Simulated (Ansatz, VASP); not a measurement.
**Two plane-wave programs on Zr2TiO6**

INCAR

```
PREC = Accurate
ENCUT = 520
EDIFF = 1E-6
ISMEAR = 0
SIGMA = 0.02
LREAL = F
LASPH = T
NELM = 80
ALGO = Normal
ISIF = 2
LWAVE = F
LCHARG = F
GGA = PE
NBANDS = 46
```

The input KPOINTS:

```
regular mesh
0
Gamma
  8 8 6
```

The input POSCAR:

```
Zr2TiO6
1.0
    7.4613814920     -1.6200463354      0.0000000000
    7.4613814920      1.6200463354      0.0000000000
   -0.2320768966      0.0000000000      4.9080417420
Zr Ti O
2 1 6
Direct
    0.3390190666      0.3530768795      0.4931762218
    0.6469231205      0.6609809334      0.5068237782
    0.0877759151      0.9122240849      0.0000000000
    0.4219233668      0.4576561813      0.1869340918
    0.7687763792      0.7878040930      0.3102598087
    0.0836823027      0.1027136814      0.2854703657
    0.8972863186      0.9163176973      0.7145296343
    0.2121959070      0.2312236208      0.6897401913
    0.5423438187      0.5780766332      0.8130659082
```

Input for Ansatz:

```yaml
crystal:
  lattice:
    - [7.461381492, -1.6200463354, 0.0]
    - [7.461381492, 1.6200463354, 0.0]
    - [-0.2320768966, 0.0, 4.908041742]
  atoms:
    - { symbol: Zr, position: [0.3390190666, 0.3530768795, 0.4931762218] }
    - { symbol: Zr, position: [0.6469231205, 0.6609809334, 0.5068237782] }
    - { symbol: Ti, position: [0.0877759151, 0.9122240849, 0.0] }
    - { symbol: O, position: [0.4219233668, 0.4576561813, 0.1869340918] }
    - { symbol: O, position: [0.7687763792, 0.787804093, 0.3102598087] }
    - { symbol: O, position: [0.0836823027, 0.1027136814, 0.2854703657] }
    - { symbol: O, position: [0.8972863186, 0.9163176973, 0.7145296343] }
    - { symbol: O, position: [0.212195907, 0.2312236208, 0.6897401913] }
    - { symbol: O, position: [0.5423438187, 0.5780766332, 0.8130659082] }
basis:
  ecutwfc: 420
kpoints:
  mp_grid: { grid: [8, 8, 6] }
  band_path:
    path:
      - [[0.0, 0.0, 0.0], [-0.26181208, 0.26181208, 0.0]]
      - [[-0.73818792, -0.26181208, 0.0], [-0.5, -0.5, 0.0], [0.0, 0.0, 0.0], [-0.5, -0.5, 0.5], [-0.73988234, -0.26011766, 0.5]]
      - [[-0.26011766, 0.26011766, 0.5], [0.0, 0.0, 0.5], [0.0, 0.0, 0.0]]
      - [[-0.5, 0.0, 0.5], [0.0, 0.0, 0.0], [-0.5, 0.0, 0.0]]
    npoints: 14
hamiltonian:
  xc: pbe
scf:
  occupations: { method: gaussian, width: 0.02 }
  n_extra_bands: 22
output:
  forces: true
  stress: true
  eigenvalues: true
  populations: true
  dos: { projected: true, de: 0.02, nscf_kmesh: { grid: [12, 12, 9] } }
  bader: true
  write_density: true
  write_potential: true
  elf: true
  volumetric_format: npy
```

Alike in both runs: task single point; functional PBE; k mesh 8 × 8 × 6; occupations gaussian, width 0.02 eV; no spin polarisation.

|  | VASP | Ansatz |
| --- | --- | --- |
| version | VASP 6.6.1 | Ansatz 0.2.0 |
| potentials or method | VASP PAW PBE potentials, release 64 (Zr_sv, Ti_sv, O), cutoff 520 eV | scalar-relativistic, plane waves, PAW |
| valence electrons in the cell | 72 | 72 |

VASP gave:

```
gap on the k mesh at the Fermi level (eV)                     : 3.22
least direct gap on the mesh (eV)                             : 3.26
pressure (GPa)                                                : 0.4
traceless stress, the component that is largest in VASP (GPa) : -0.10
rms of the force components (eV/Å)                            : 0.031
```

Task: Estimate Ansatz's values.

Result: gap on the k mesh at the Fermi level (eV): 3.24; least direct gap on the mesh (eV): 3.28; pressure (GPa): 0.0; traceless stress, the component that is largest in VASP (GPa): 0.02; rms of the force components (eV/Å): 0.003.

Atom by atom the forces differ by 0.030 eV/Å (rms over components).
